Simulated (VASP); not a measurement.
# CaMg in VASP: notebook

Runs on CaMg. Level: LDA. Tasks: single point.

All numbers are computed with VASP 6.6.1; they aren't measurements. Logs are shortened: lines on timing, memory, paths and dates and some standing lists are left out, and cuts for length are marked.

### Step 1. The cell of the first run

The cell holds a slab with vacuum, 4 atoms: a = 5.622 Å, b = 3.668 Å, c = 20.236 Å, α = 90.00°, β = 90.00°, γ = 90.00°.

### Step 2. Single point, LDA

INCAR

```
SYSTEM = CaMg
PREC = Accurate
ENCUT = 520
EDIFF = 1E-7
ISMEAR = 0
SIGMA = 0.02
LREAL = .False.
LASPH = .True.
NELM = 100
ALGO = Normal
ISIF = 2
LWAVE = .False.
LCHARG = .False.
LDIPOL = .True.
IDIPOL = 3
DIPOL = 0.5 0.5 0.500
NBANDS = 20
```

KPOINTS

```
regular mesh
0
Gamma
  3 5 1
  0 0 0
```

POSCAR

```
CaMg
1.0
    5.6222980000      0.0000000000      0.0000000000
    0.0000000000      3.6681190000      0.0000000000
    0.0000000000      0.0000000000     20.2355779252
Ca Mg
2 2
Direct
    0.5000000000      0.0000000000      0.3953432924
    0.5000000000      0.5000000000      0.5523283931
    0.0000000000      0.5000005000      0.4476716069
    0.0000000000      0.0000005000      0.6046567076
```

Potentials or basis: VASP PAW LDA potentials, release 64 (Ca_sv, Mg).

Launch:

```
cat potpaw_LDA.64/Ca_sv/POTCAR potpaw_LDA.64/Mg/POTCAR > POTCAR
mpirun -np 1 vasp_std > vasp.out
```

OUTCAR:

```text
SYSTEM = CaMg
   PREC = Accurate
   ENCUT = 520
   EDIFF = 1E-7
   ISMEAR = 0
   LREAL = .False.
   LASPH = .True.
   NELM = 100
   ISIF = 2

 ion  position               nearest neighbor table
   1  0.500  0.000  0.395-
   2  0.500  0.500  0.552-
   3  0.000  0.500  0.448-
   4  0.000  0.000  0.605-

  LATTYP: Found a simple orthorhombic cell.
 ALAT       =     3.6681190000
 B/A-ratio  =     1.5327468929
 C/A-ratio  =     5.5166089010

  Lattice vectors:

 A1 = (   0.0000000000,  -3.6681190000,   0.0000000000)
 A2 = (   5.6222980000,   0.0000000000,   0.0000000000)
 A3 = (   0.0000000000,   0.0000000000,  20.2355779252)

Analysis of symmetry for initial positions (statically):
=====================================================================
 Subroutine PRICEL returns:
 Original cell was already a primitive cell.

 Routine SETGRP: Setting up the symmetry group for a
 simple orthorhombic supercell.

 Subroutine GETGRP returns: Found  4 space group operations
 (whereof  4 operations were pure point group operations)
 out of a pool of  8 trial point group operations.

The static configuration has the point symmetry C_2v.

Analysis of symmetry for dynamics (positions and initial velocities):
=====================================================================
 Subroutine PRICEL returns:
 Original cell was already a primitive cell.

 Routine SETGRP: Setting up the symmetry group for a
 simple orthorhombic supercell.

 Subroutine GETGRP returns: Found  4 space group operations
 (whereof  4 operations were pure point group operations)
 out of a pool of  8 trial point group operations.

The dynamic configuration has the point symmetry C_2v.

 Subroutine INISYM returns: Found  4 space group operations
 (whereof  4 operations are pure point group operations),
 and found     1 'primitive' translations

----------------------------------------------------------------------------------------

                                     Primitive cell

  volume of cell :     417.3235

  direct lattice vectors                    reciprocal lattice vectors
     5.622298000  0.000000000  0.000000000     0.177863215  0.000000000  0.000000000
     0.000000000  3.668119000  0.000000000     0.000000000  0.272619291  0.000000000
     0.000000000  0.000000000 20.235577925     0.000000000  0.000000000  0.049417912

  length of vectors
     5.622298000  3.668119000 20.235577925     0.177863215  0.272619291  0.049417912

  position of ions in fractional coordinates (direct lattice)
     0.500000000  0.000000000  0.395343292
     0.500000000  0.500000000  0.552328393
     0.000000000  0.500000500  0.447671607
     0.000000000  0.000000500  0.604656708

  ion indices of the primitive-cell ions
   primitive index   ion index
                 1           1
                 2           2
                 3           3
                 4           4

----------------------------------------------------------------------------------------

 KPOINTS: regular mesh

Automatic generation of k-mesh.
 Grid dimensions read from file:
 generate k-points for:    3    5    1

 Generating k-lattice:

  Cartesian coordinates                     Fractional coordinates (reciprocal lattice)
     0.059287738  0.000000000  0.000000000     0.333333333  0.000000000  0.000000000
     0.000000000  0.054523858  0.000000000     0.000000000  0.200000000  0.000000000
     0.000000000  0.000000000  0.049417912     0.000000000  0.000000000  1.000000000

  Length of vectors
     0.059287738  0.054523858  0.049417912

  Shift w.r.t. Gamma in fractional coordinates (k-lattice)
     0.000000000  0.000000000  0.000000000

 Subroutine IBZKPT returns following result:
 ===========================================

 Found      6 irreducible k-points:

 Following reciprocal coordinates:
            Coordinates               Weight
  0.000000  0.000000  0.000000      1.000000
  0.333333  0.000000  0.000000      2.000000
  0.000000  0.200000  0.000000      2.000000
  0.333333  0.200000  0.000000      4.000000
  0.000000  0.400000  0.000000      2.000000
  0.333333  0.400000  0.000000      4.000000
   k-points           NKPTS =      6   k-points in BZ     NKDIM =      6   number of bands    NBANDS=     20
   number of dos      NEDOS =    301   number of ions     NIONS =      4
   total plane-waves  NPLWV = 176400
   dimension x,y,z NGX =    42 NGY =   28 NGZ =  150
   dimension x,y,z NGXF=    84 NGYF=   56 NGZF=  300
   ions per type =               2   2
   NGX,Y,Z   is equivalent  to a cutoff of  12.42, 12.69, 12.32 a.u.
   NGXF,Y,Z  is equivalent  to a cutoff of  24.84, 25.38, 24.65 a.u.
 SYSTEM =  CaMg
   PREC   = accura    normal or accurate (medium, high low for compatibility)
   ISTART =      0    job   : 0-new  1-cont  2-samecut
   ICHARG =      2    charge: 1-file 2-atom 10-const
   ISPIN  =      1    spin polarized calculation?
   LNONCOLLINEAR =      F non collinear calculations
   LSORBIT =      F    spin-orbit coupling
   LASPH  =      T    aspherical Exc in radial PAW
   ENCUT  =  520.0 eV  38.22 Ry    6.18 a.u.  10.45  6.82 37.62*2*pi/ulx,y,z
   NELM   =    100;   NELMIN=  2; NELMDL= -5     # of ELM steps
   EDIFF  = 0.1E-06   stopping-criterion for ELM
   LREAL  =      F    real-space projection
   EDIFFG = 0.1E-05   stopping-criterion for IOM
   NSW    =      0    number of steps for IOM
   IBRION =     -1    ionic relax: 0-MD 1-quasi-New 2-CG
   NFREE  =      0    steps in history (QN), initial steepest desc. (CG)
   ISIF   =      2    stress and relaxation
   ISYM   =      2    0-nonsym 1-usesym 2-fastsym
   POTIM  = 0.5000    time-step for ionic-motion
   TEBEG  =    0.0;   TEEND  =   0.0 temperature during run
   PSTRESS=    0.0 pullay stress
   NELECT =      24.0000    total number of electrons
   NUPDOWN=      -1.0000    fix difference up-down
   EMIN   =  10.00;   EMAX   =-10.00  energy-range for DOS
   EFERMI =   0.00;   METHOD = LEGACY
   ISMEAR =     0;   SIGMA  =   0.02  broadening in eV -4-tet -1-fermi 0-gaus
   EFERMI_NEDOS =   21; number of points for ismear=-14 and -15
   IALGO  =     38    algorithm
   IMIX   =      4    mixing-type and parameters
     AMIX     =   0.40;   BMIX     =  1.00
     AMIX_MAG =   1.60;   BMIX_MAG =  1.00
  volume/ion in A,a.u.               =     104.33       704.06
  Fermi-wavevector in a.u.,A,eV,Ry     =   0.631909  1.194134  5.432922  0.399309
  Thomas-Fermi vector in A             =   1.695044
   LORBIT       =      0    0 simple, 1 ext, 2 COOP (PROOUT), +10 PAW based schemes
   GGA     = CA    functional components
   LHFCALC =     F    Hartree Fock is set to
   AEXX    =    0.0000 exact exchange contribution
   IVDW    =     0    specifies the selected vdW correction
   LEPSILON=     F    determine dielectric tensor
   LRPA    =     F    only Hartree local field effects (RPA)
 non-spin polarized calculation
 Gauss-broadening in eV      SIGMA  =   0.02
  energy-cutoff  :      520.00
  volume of cell :      417.32
 maximum number of plane-waves:     11260
 NGX is ok and might be reduce to    42
   NGX = 21   NGY = 13   NGZ = 75

 dipolmoment           0.000000      0.000000     -0.014736 electrons x Angstroem

 number of electron      23.9999998 magnetization

 dipolmoment           0.000000      0.000000      0.080024 electrons x Angstroem

 Free energy of the ion-electron system (eV)
  ---------------------------------------------------
  ext. energy  EPLUGINS =         0.00000000
  ---------------------------------------------------
  free energy    TOTEN  =        -6.40807647 eV

  energy without entropy =       -6.40657196  energy(sigma->0) =       -6.40732421

 E-fermi :  -1.5296     XC(G=0):  -3.4783

 val. band max:       -1.6534715618   @ k =   0.0000   0.0000   0.0000
 cond. band min:      -1.5296487893   @ k =   0.0000   0.2000   0.0000
 fundamental gap:      0.1238227725
 Fermi energy:        -1.5296487894

 k-point     1 :       0.0000    0.0000    0.0000
  band No.  band energies     occupation
      1     -43.4324      2.00000
      2     -43.1011      2.00000
      3     -24.7908      2.00000
      4     -24.6857      2.00000
      5     -24.6133      2.00000
      6     -24.4174      2.00000
[... 12 lines left out ...]
     19       1.0801      0.00000
     20       1.3326      0.00000

 k-point     2 :       0.3333    0.0000    0.0000
  band No.  band energies     occupation
      1     -43.4324      2.00000
      2     -43.1011      2.00000
      3     -24.7908      2.00000
      4     -24.6867      2.00000
      5     -24.6133      2.00000
      6     -24.4173      2.00000
[... 12 lines left out ...]
     19       0.9091      0.00000
     20       1.0979      0.00000

 k-point     3 :       0.0000    0.2000    0.0000
  band No.  band energies     occupation
      1     -43.4286      2.00000
      2     -43.0972      2.00000
      3     -24.7843      2.00000
      4     -24.6804      2.00000
      5     -24.6644      2.00000
      6     -24.4130      2.00000
[... 12 lines left out ...]
     19       0.6294      0.00000
     20       1.2120      0.00000

 k-point     4 :       0.3333    0.2000    0.0000
  band No.  band energies     occupation
      1     -43.4286      2.00000
      2     -43.0972      2.00000
      3     -24.7842      2.00000
      4     -24.6812      2.00000
      5     -24.6644      2.00000
      6     -24.4129      2.00000
[... 12 lines left out ...]
     19       0.5579      0.00000
     20       0.9499      0.00000

 k-point     5 :       0.0000    0.4000    0.0000
  band No.  band energies     occupation
      1     -43.4223      2.00000
      2     -43.0909      2.00000
      3     -24.7743      2.00000
      4     -24.7451      2.00000
      5     -24.6717      2.00000
      6     -24.4556      2.00000
[... 12 lines left out ...]
     19       0.8033      0.00000
     20       1.0900      0.00000

 k-point     6 :       0.3333    0.4000    0.0000
  band No.  band energies     occupation
      1     -43.4223      2.00000
      2     -43.0909      2.00000
      3     -24.7743      2.00000
      4     -24.7450      2.00000
      5     -24.6725      2.00000
      6     -24.4555      2.00000
[... 12 lines left out ...]
     19       0.6968      0.00000
     20       0.9205      0.00000

------------------------ aborting loop because EDIFF is reached ----------------------------------------

 vacuum level on the upper side and lower side of the slab       (xc-potential included)         0.242        -0.461

  FORCE on cell =-STRESS in cart. coord.  units (eV):
  Direction    XX          YY          ZZ          XY          YZ          ZX
  --------------------------------------------------------------------------------------
  -------------------------------------------------------------------------------------
  Total       -2.6457039     -1.7617913     -1.5224487      0.0000000      0.0000000      0.0000000
  in kB      -10.1573152     -6.7638219     -5.8449442      0.0000000      0.0000000      0.0000000
  external PRESSURE =      -7.5886938 kB  Pullay stress =       0.0000000 kB

 VOLUME and BASIS-vectors are now :
 -----------------------------------------------------------------------------
  energy-cutoff  :      520.00
  volume of cell :      417.32
      direct lattice vectors                 reciprocal lattice vectors
     5.622298000  0.000000000  0.000000000     0.177863215  0.000000000  0.000000000
     0.000000000  3.668119000  0.000000000     0.000000000  0.272619291  0.000000000
     0.000000000  0.000000000 20.235577925     0.000000000  0.000000000  0.049417912

 POSITION                                       TOTAL-FORCE (eV/Angst)
 -----------------------------------------------------------------------------------
      2.81115      0.00000      8.00000         0.000000      0.000000      0.078971
      2.81115      1.83406     11.17668         0.000000      0.000000      0.043299
      0.00000      1.83406      9.05889         0.000000      0.000000      0.354623
      0.00000      0.00000     12.23558         0.000000      0.000000     -0.476894
 -----------------------------------------------------------------------------------
    total drift:                                0.000000      0.000027      0.000177

  FREE ENERGIE OF THE ION-ELECTRON SYSTEM (eV)
  ---------------------------------------------------
  free  energy   TOTEN  =        -6.4080764668 eV

  energy  without entropy=       -6.4065719613  energy(sigma->0) =       -6.40732421

 vacuum level on the upper side and lower side of the slab         1.993         1.272
```

Wall time 2.4 min (1 thread of AMD EPYC 7R13, shared host); peak memory 0.31 GiB.

What came out:

| Quantity | Value |
| --- | --- |
| Free energy | -6.4081 eV |
| Largest force | 0.477 eV/Å |
| Band gap on the k mesh | zero (band 12 reaches -1.29 eV, above the bottom of band 13 at -1.69 eV) |

Forces on the atoms (eV/Å):
```
Ca   0.000  0.000  0.079
Ca   0.000  0.000  0.043
Mg   0.000  0.000  0.355
Mg   0.000  0.000 -0.477
```

Levels at points of the mesh, in eV from the Fermi level:
```csv
k point,band 9,band 10,band 11,band 12,band 13,band 14,band 15,band 16
"(0.00, 0.00, 0.00)",-4.60,-3.11,-0.77,-0.32,-0.12,0.56,0.68,0.74
```

Caveat: the k points lie up to 0.37 Å⁻¹ apart.

### Step 3. Single point, LDA

INCAR

```
SYSTEM = CaMg
PREC = Accurate ; ENCUT = 520
EDIFF = 1E-7 ; ISMEAR = 0
SIGMA = 0.02 ; LREAL = .FALSE.
LASPH = .TRUE. ; NELM = 100
ALGO = Normal ; ISIF = 2
LWAVE = .FALSE. ; LCHARG = .FALSE.
LDIPOL = .TRUE. ; IDIPOL = 3
DIPOL = 0.5 0.5 0.500 ; NBANDS = 20
EFIELD = -0.1
```

KPOINTS

```
Automatic mesh
0
G
  3 5 1
  0 0 0
```

POSCAR is that of step 2.

Potentials or basis: VASP PAW LDA potentials, release 64 (Ca_sv, Mg).

Launch:

```
cat potpaw_LDA.64/Ca_sv/POTCAR potpaw_LDA.64/Mg/POTCAR > POTCAR
mpirun -np 1 vasp_std > vasp.out
```

It took 2 min on 1 thread of AMD EPYC 7R13, shared host; peak memory 0.31 GiB.

The run converged. Its results:

```
Free energy            : -6.4048 eV
Largest force          : 0.476 eV/Å
Band gap on the k mesh : zero (band 12 reaches -1.31 eV, above the bottom of band 13 at -1.71 eV)
```

Forces on the atoms (eV/Å):
```
Ca   0.000  0.000  0.079
Ca   0.000  0.000  0.045
Mg   0.000  0.000  0.351
Mg   0.000  0.000 -0.476
```

Levels at points of the mesh, in eV from the Fermi level:
```tsv
k point	band 9	band 10	band 11	band 12	band 13	band 14	band 15	band 16
(0.00, 0.00, 0.00)	-4.60	-3.11	-0.77	-0.32	-0.12	0.55	0.65	0.75
```

Caveat: the k points lie up to 0.37 Å⁻¹ apart.

### Step 4. Single point, LDA

INCAR

```
ALGO = Normal ; DIPOL = 0.5 0.5 0.500
EDIFF = 1E-6 ; EFIELD = -0.2
ENCUT = 520 ; GGA = CA
IDIPOL = 3 ; ISIF = 2
ISMEAR = 0 ; LASPH = True
LCHARG = False ; LDIPOL = True
LREAL = False ; LWAVE = False
NBANDS = 20 ; NELM = 60
PREC = Accurate ; SIGMA = 0.02
```

KPOINTS

```
k-points
0
Gamma
  3 5 1
```

POSCAR is that of step 3.

Launch:

```
cat potpaw_LDA.64/Ca_sv/POTCAR potpaw_LDA.64/Mg/POTCAR > POTCAR
mpirun -np 1 vasp_std > vasp.out
```

Run time: 1.9 min. Hardware: 1 thread of AMD EPYC 7R13, shared host; peak memory 0.31 GiB.

The run converged. Its results:

| Item | Value |
| --- | --- |
| Free energy | -6.4112 eV |
| Largest force | 0.474 eV/Å |
| Band gap on the k mesh | zero (band 12 reaches -1.33 eV, above the bottom of band 13 at -1.73 eV) |

Forces in eV/Å, atoms in the order of the input:
```
Ca   0.000  0.000  0.078
Ca   0.000  0.000  0.048
Mg   0.000  0.000  0.349
Mg   0.000  0.000 -0.474
```

Levels at points of the mesh, in eV from the Fermi level:
```csv
k point,band 10,band 11,band 12,band 13,band 14,band 15
"(0.00, 0.00, 0.00)",-3.11,-0.77,-0.32,-0.12,0.54,0.63
```

Caveat: the k points lie up to 0.37 Å⁻¹ apart.

### Step 5. Single point, LDA

INCAR

```
ALGO = Normal ; DIPOL = 0.5 0.5 0.500
EDIFF = 1E-6 ; EFIELD = -0.3
ENCUT = 520 ; IDIPOL = 3
ISIF = 2 ; ISMEAR = 0
LASPH = True ; LCHARG = True
LDIPOL = True ; LELF = True
LREAL = False ; LVACPOTAV = True
LVHAR = True ; LWAVE = False
NBANDS = 20 ; NELM = 80
PREC = Accurate ; SIGMA = 0.02
```

KPOINTS is that of step 4.

POSCAR is that of step 4.

Launch:

```
cat potpaw_LDA.64/Ca_sv/POTCAR potpaw_LDA.64/Mg/POTCAR > POTCAR
mpirun -np 1 vasp_std > vasp.out
```

It took 2.4 min on 1 thread of AMD EPYC 7R13, shared host; peak memory 0.32 GiB.

Results (log left out):

- Free energy: -6.4272 eV
- Largest force: 0.472 eV/Å
- Band gap on the k mesh: zero (band 12 reaches -1.35 eV, above the bottom of band 13 at -1.76 eV)

Forces on the atoms (eV/Å):
```
Ca   0.000  0.000  0.076
Ca   0.000  0.000  0.050
Mg   0.000  0.000  0.346
Mg   0.000  0.000 -0.472
```

Levels at points of the mesh, in eV from the Fermi level:
```csv
k point,band 8,band 9,band 10,band 11,band 12,band 13,band 14,band 15,band 16,band 17
"(0.00, 0.00, 0.00)",-22.80,-4.60,-3.11,-0.77,-0.32,-0.12,0.52,0.61,0.75,1.53
```

Caveat: the k points lie up to 0.37 Å⁻¹ apart.

### Step 6. Summary

```tsv
electric field (eV/Å)	gap on the mesh (eV)	largest force (eV/Å)
-	none	0.48
0.1	none	0.48
0.2	none	0.47
0.3	none	0.47
```

Alike in all rows: task single point; level LDA; potentials or basis VASP PAW LDA potentials, release 64 (Ca_sv, Mg); no spin polarisation; cell as given; k mesh 3 × 5 × 1; cutoff (eV) 520; smearing gaussian 0.02 eV.

Caveats: all runs use coarse meshes.

Absolute energies hang on the potentials; compare differences alone.
